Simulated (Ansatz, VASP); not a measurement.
Hg in VASP and in Ansatz

INCAR

```
ALGO     = Fast           # electronic algorithm
EDIFF    = 1E-7           # SCF threshold, eV
ENCUT    = 520            # plane-wave cutoff, eV
GGA      = PS             # functional
ISIF     = 2              # what is computed and relaxed
ISMEAR   = 0              # smearing method
IVDW     = 12             # dispersion correction
LASPH    = True           # aspherical terms in the spheres
LCHARG   = False          # write CHGCAR
LREAL    = False          # projectors in reciprocal space
LWAVE    = False          # write WAVECAR
NBANDS   = 19             # bands
NELM     = 100            # most SCF steps
PREC     = Accurate       # precision mode
SIGMA    = 0.15           # smearing width, eV
```

File KPOINTS:

```
k-points
0
Gamma
  18 18 10
```

Contents of POSCAR:

```
Hg
1.0
    3.2723000000      0.0000000000      0.0000000000
   -1.6361500000      2.8338949288      0.0000000000
    0.0000000000      0.0000000000      4.6914000000
Hg
2
Direct
    0.6666666667      0.3333333333      0.7500000000
    0.3333333333      0.6666666667      0.2500000000
```

Input for Ansatz:

```yaml
crystal:
  lattice:
    - [3.2723, 0.0, 0.0]
    - [-1.63615, 2.8338949288, 0.0]
    - [0.0, 0.0, 4.6914]
  atoms:
    - { symbol: Hg, position: [0.6666666667, 0.3333333333, 0.75] }
    - { symbol: Hg, position: [0.3333333333, 0.6666666667, 0.25] }
basis:
  ecutwfc: 420
kpoints:
  mp_grid: { grid: [18, 18, 10] }
hamiltonian:
  xc: pbesol
  dispersion: d3bj
scf:
  occupations: { method: gaussian, width: 0.15 }
output:
  forces: true
  stress: true
  eigenvalues: true
  write_density: true
  write_potential: true
  elf: true
  volumetric_format: npy
```

Alike in both runs: task single point; functional PBEsol; dispersion D3(BJ); k mesh 18 × 18 × 10; occupations gaussian, width 0.15 eV; no spin polarisation.

|  | VASP | Ansatz |
| --- | --- | --- |
| version | VASP 6.6.1 | Ansatz 0.2.0 |
| potentials or method | VASP PAW PBE potentials, release 64 (Hg), cutoff 520 eV | scalar-relativistic, plane waves, PAW |
| valence electrons in the cell | 24 | 40 |

|  | VASP | Ansatz | Ansatz less VASP |
| --- | --- | --- | --- |
| gap on the k mesh at the Fermi level (eV) | none | none | - |
| pressure (GPa) | 1.2 | 0.6 | -0.58 |
| traceless stress, the component that is largest in VASP (GPa) | -0.18 | -0.36 | -0.179 |

VASP's potentials were made for PBE, not for PBEsol. A gap of «none» marks a metal or a gap that the smearing closes. VASP's potentials hold 24 valence electrons a cell and Ansatz's 40, so a difference there can come from the potentials and not from the codes.

Neither program's run includes spin-orbit coupling.
